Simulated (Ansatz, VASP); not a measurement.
**MgS in VASP and in Ansatz**

```xyz
2
Lattice="0.0780 2.6407 2.6407 2.6407 0.0780 2.6407 2.6407 2.6407 0.0780" Properties=species:S:1:pos:R:3 pbc="T T T"
Mg    0.0000    0.0000    0.0000
S     2.6797    2.6797    2.6797
```

Change from the starting cell: equal xy, yz and zx shear strains of +3 %, crystal datasets.

Alike in both runs: task electric field gradients; functional LDA; k mesh 8 × 8 × 8; occupations fermi-dirac, width 0.01 eV; no spin polarisation.

|  | VASP | Ansatz |
| --- | --- | --- |
| version | VASP 6.6.1 | Ansatz 0.2.0 |
| potentials or method | VASP PAW LDA potentials, release 64 (Mg, S), cutoff 520 eV | all-electron PAW with datasets made for the crystal, scalar-relativistic |

VASP gave:

```
gap on the k mesh at the Fermi level (eV)                     : 2.38
pressure (GPa)                                                : -3.8
traceless stress, the component that is largest in VASP (GPa) : -1.70
size of Vzz on the site where it differs most (V/Å²)          : 1.0
```

**Question.** Estimate Ansatz's values.

**Answer.** gap on the k mesh at the Fermi level (eV): 2.39; pressure (GPa): -3.2; traceless stress, the component that is largest in VASP (GPa): -1.71; size of Vzz on the site where it differs most (V/Å²): 1.6.

LDA's correlation is that of Perdew and Zunger in VASP and of Perdew and Wang (1992) in Ansatz. Ansatz ran all-electron here, and VASP with PAW potentials.
